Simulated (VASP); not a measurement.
Set up this calculation in VASP 6.6.1, as the native input.

* Task: relaxation of cell and atoms
* Functional: PBE
* Potentials or basis: VASP PAW PBE potentials, release 64 (Tl_d)
* Cutoff: 600 eV
* k mesh: 4 × 4 × 4
* Occupations: gaussian, width 0.1 eV
* Spin: no spin polarisation
* Dipole correction: no
* Further INCAR settings: ALGO = Normal; EDIFF = 1e-07; IBRION = 2; EDIFFG = -0.04; NSW = 90; ISIF = 3

The structure of Tl lies in POSCAR:

```
Tl
1.0
    5.4873540200      0.0000000000      0.0000000000
    0.0000000000      5.4873540200      0.0000000000
    0.0000000000      0.0000000000      3.8857094300
Tl
4
Direct
    0.2989438400      0.7010561600      0.0000000000
    0.2989438400      0.2989438400      0.5000000000
    0.7010561600      0.7010561600      0.5000000000
    0.7010561600      0.2989438400      0.0000000000
```

One way to write it, as run:

INCAR

```
SYSTEM = Tl
ALGO     = Normal         ! electronic algorithm
EDIFF    = 1E-7           ! SCF threshold, eV
EDIFFG   = -0.04          ! ionic threshold
ENCUT    = 600            ! plane-wave cutoff, eV
GGA      = PE             ! functional
IBRION   = 2              ! ionic algorithm
ISIF     = 3              ! what is computed and relaxed
ISMEAR   = 0              ! smearing method
LASPH    = .TRUE.         ! aspherical terms in the spheres
LCHARG   = .FALSE.        ! write CHGCAR
LREAL    = .FALSE.        ! projectors in reciprocal space
LWAVE    = .FALSE.        ! write WAVECAR
NELM     = 60             ! most SCF steps
NSW      = 90             ! ionic steps
PREC     = Accurate       ! precision mode
SIGMA    = 0.1            ! smearing width, eV
```

KPOINTS

```
k-points
0
G
  4 4 4
  0 0 0
```

Potentials or basis: VASP PAW PBE potentials, release 64 (Tl_d).

The run is started by

```sh
$ cat potpaw_PBE.64/Tl_d/POTCAR > POTCAR
$ mpirun -np 1 vasp_std > vasp.out
```

Results of the run:

```json
{"Relaxed volume": "31.65 Å³/atom", "Relaxed cell": "a = 5.415 Å, b = 5.415 Å, c = 4.318 Å, α = 90.00°, β = 90.00°, γ = 90.00°", "Space group after relaxing (to 0.05 Å)": "I4/mmm (No. 139)", "Energy gained by relaxing": "476.7 meV/atom", "Ionic steps": "16", "Pressure after relaxing": "-0.1 GPa", "Largest force after relaxing": "0.015 eV/Å", "Band gap on the k mesh": "zero (band 26 reaches 8.20 eV, above the bottom of band 27 at 3.12 eV)"}
```

Caveat: the k points lie up to 0.36 Å⁻¹ apart in the final cell; spin-orbit coupling is left out, which moves the levels of the heavy elements.

It took 6.1 min on 1 thread of AMD EPYC 9R45 96-Core Processor (Zen 5), on a shared host, peak memory 0.26 GiB.
